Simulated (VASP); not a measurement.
Set up this calculation in VASP 6.6.1, as the native input.

| Quantity | Value |
| --- | --- |
| Task | single point |
| Functional | PBE |
| Potentials or basis | VASP PAW PBE potentials, release 64 (La, Sc_sv, O) |
| Cutoff | 600 eV |
| k mesh | 4 × 4 × 4 |
| Occupations | fermi-dirac, width 0.02 eV |
| Spin | no spin polarisation |
| Dipole correction | no |
| Further INCAR settings | ALGO = Normal; EDIFF = 1e-06; NBANDS = 96 |

The structure of LaScO3 lies in POSCAR:

```
LaScO3
1.0
    5.8349584540      0.0000000000      0.0000000000
    0.0000000000      8.1438379833      0.0000000000
    0.0000000000      0.0000000000      5.6979003990
La Sc O
4 4 12
Direct
    0.9542961732      0.2500000000      0.0118377442
    0.5457038268      0.7500000000      0.5118377442
    0.4542961732      0.2500000000      0.4881622558
    0.0457038268      0.7500000000      0.9881622558
    0.5000000000      0.0000000000      0.0000000000
    0.0000000000      0.0000000000      0.5000000000
    0.0000000000      0.5000000000      0.5000000000
    0.5000000000      0.5000000000      0.0000000000
    0.5350151624      0.2500000000      0.8988808926
    0.9649848376      0.7500000000      0.3988808926
    0.0350151624      0.2500000000      0.6011191074
    0.4649848376      0.7500000000      0.1011191074
    0.2966662131      0.9461557951      0.7035303098
    0.2033337869      0.0538442049      0.2035303098
    0.7966662131      0.5538442049      0.7964696902
    0.7033337869      0.4461557951      0.2964696902
    0.7033337869      0.0538442049      0.2964696902
    0.7966662131      0.9461557951      0.7964696902
    0.2033337869      0.4461557951      0.2035303098
    0.2966662131      0.5538442049      0.7035303098
```

These files were run (other wordings do the same):

INCAR

```
PREC     = Accurate       # precision mode
ENCUT    = 600            # plane-wave cutoff, eV
EDIFF    = 1E-6           # SCF threshold, eV
ISMEAR   = -1             # smearing method
SIGMA    = 0.02           # smearing width, eV
LREAL    = False          # projectors in reciprocal space
LASPH    = True           # aspherical terms in the spheres
NELM     = 200            # most SCF steps
ALGO     = Normal         # electronic algorithm
ISIF     = 2              # what is computed and relaxed
LWAVE    = False          # write WAVECAR
LCHARG   = True           # write CHGCAR
GGA      = PE             # functional
LELF     = True           # ELF
LVHAR    = True         
NBANDS   = 96             # bands
GGA_COMPAT= False        
LMAXMIX  = 6              # l up to which the mixer works
```

KPOINTS

```
Automatic mesh
0
Gamma
  4 4 4
```

Potentials or basis: VASP PAW PBE potentials, release 64 (La, Sc_sv, O).

The run is started by

```bash
$ cat potpaw_PBE.64/La/POTCAR potpaw_PBE.64/Sc_sv/POTCAR potpaw_PBE.64/O/POTCAR > POTCAR
$ mpirun -np 1 vasp_std > vasp.out
```

It gave:

```json
{"Pressure": "0.2 GPa", "Largest force": "0.043 eV/Å", "Band gap on the k mesh": "3.92 eV"}
```

Caveat: spin-orbit coupling is left out, which moves the levels of the heavy elements.

Wall time 60 min on 1 thread of Oxide Virtual Turin-like Processor (shared host), peak memory 0.8 GiB.
